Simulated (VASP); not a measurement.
ScAgTe2, 4 atoms in the cell. It takes space group R-3m (No. 166, trigonal). Conventional cell: a = 4.190 Å, b = 4.190 Å, c = 20.850 Å, α = 90.00°, β = 90.00°, γ = 120.00°. Ag (site symmetry -3m) has 6 Te at 3.01 Å within 4.0 Å. Sc (site symmetry -3m) has 6 Te at 2.94 Å within 3.9 Å. Te (site symmetry 3m) has 3 Sc at 2.94 Å and 3 Ag at 3.01 Å within 3.9 Å. 

- Program: VASP 6.6.1
- Task: single point
- Functional: r2SCAN
- Dispersion: rVV10
- Potentials or basis: VASP PAW PBE potentials, release 64 (Ag, Sc_sv, Te)
- Cutoff: 520 eV
- k mesh: 6 × 6 × 6
- Occupations: fermi-dirac, width 0.03 eV
- Spin: no spin polarisation
- Dipole correction: no
- Further INCAR settings: ALGO = Normal; EDIFF = 1e-07; NBANDS = 25

Potentials or basis: VASP PAW PBE potentials, release 64 (Ag, Sc_sv, Te).

Launch:

```sh
$ cat potpaw_PBE.64/Ag/POTCAR potpaw_PBE.64/Sc_sv/POTCAR potpaw_PBE.64/Te/POTCAR > POTCAR
$ cp INCAR.step1 INCAR
$ mpirun -np 1 vasp_std > vasp.out
$ cp INCAR.step2 INCAR
$ mpirun -np 1 vasp_std > vasp.out
```

Hardware: 1 thread of Oxide Virtual Turin-like Processor, on a shared host.

Problem. How long does it take, and how much memory?

Solution. Run time: 38 min on 1 thread of Oxide Virtual Turin-like Processor (shared host), peak memory 1.1 GiB. Counts: k points 32.
